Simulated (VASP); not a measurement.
Set up this calculation in VASP 6.6.1, as the native input.

* Task: relaxation of cell and atoms
* Functional: PBEsol
* Potentials or basis: VASP PAW PBE potentials, release 64 (Al, N)
* Cutoff: 600 eV
* k mesh: 17 × 17 × 17
* Occupations: fermi-dirac, width 0.1 eV
* Spin: no spin polarisation
* Dipole correction: no
* Further INCAR settings: ALGO = Normal; EDIFF = 1e-06; IBRION = 2; EDIFFG = -0.005; NSW = 60; ISIF = 3

The structure of AlN (rocksalt type) lies in POSCAR:

```
AlN
1.0
    0.0000000000      2.1544346900      2.1544346900
    2.1544346900      0.0000000000      2.1544346900
    2.1544346900      2.1544346900      0.0000000000
Al N
1 1
Direct
    0.0000000000      0.0000000000      0.0000000000
    0.5000000000      0.5000000000      0.5000000000
```

One way to write it, as run:

INCAR

```
ALGO     = Normal         # electronic algorithm
EDIFF    = 1E-6           # SCF threshold, eV
EDIFFG   = -0.005         # ionic threshold
ENCUT    = 600            # plane-wave cutoff, eV
GGA      = PS             # functional
IBRION   = 2              # ionic algorithm
ISIF     = 3              # what is computed and relaxed
ISMEAR   = -1             # smearing method
LASPH    = T              # aspherical terms in the spheres
LCHARG   = F              # write CHGCAR
LREAL    = F              # projectors in reciprocal space
LWAVE    = F              # write WAVECAR
NELM     = 60             # most SCF steps
NSW      = 60             # ionic steps
PREC     = Accurate       # precision mode
SIGMA    = 0.1            # smearing width, eV
```

KPOINTS

```
k-points
0
Gamma
  17 17 17
```

Potentials or basis: VASP PAW PBE potentials, release 64 (Al, N).

Launch:

```console
$ cat potpaw_PBE.64/Al/POTCAR potpaw_PBE.64/N/POTCAR > POTCAR
$ mpirun -np 1 vasp_std > vasp.out
```

Results of the run:

| Quantity | Value |
| --- | --- |
| Relaxed volume | 8.27 Å³/atom |
| Relaxed cell | a = 2.859 Å, b = 2.859 Å, c = 2.859 Å, α = 60.00°, β = 60.00°, γ = 60.00° |
| Space group after relaxing (to 0.05 Å) | Fm-3m (No. 225) |
| Energy gained by relaxing | 217.7 meV/atom |
| Ionic steps | 6 |
| Pressure after relaxing | 0.0 GPa |
| Band gap on the k mesh | 4.61 eV, indirect (least direct gap 5.67 eV) |

Caveat: the volume moved by over 15 % at a fixed basis, so the end points are rough; the PAW data sets were made with another functional, which shifts forces and pressure a little.

Wall time 110 s on 1 thread of Intel Xeon 8259CL, on a shared host, peak memory 0.16 GiB.
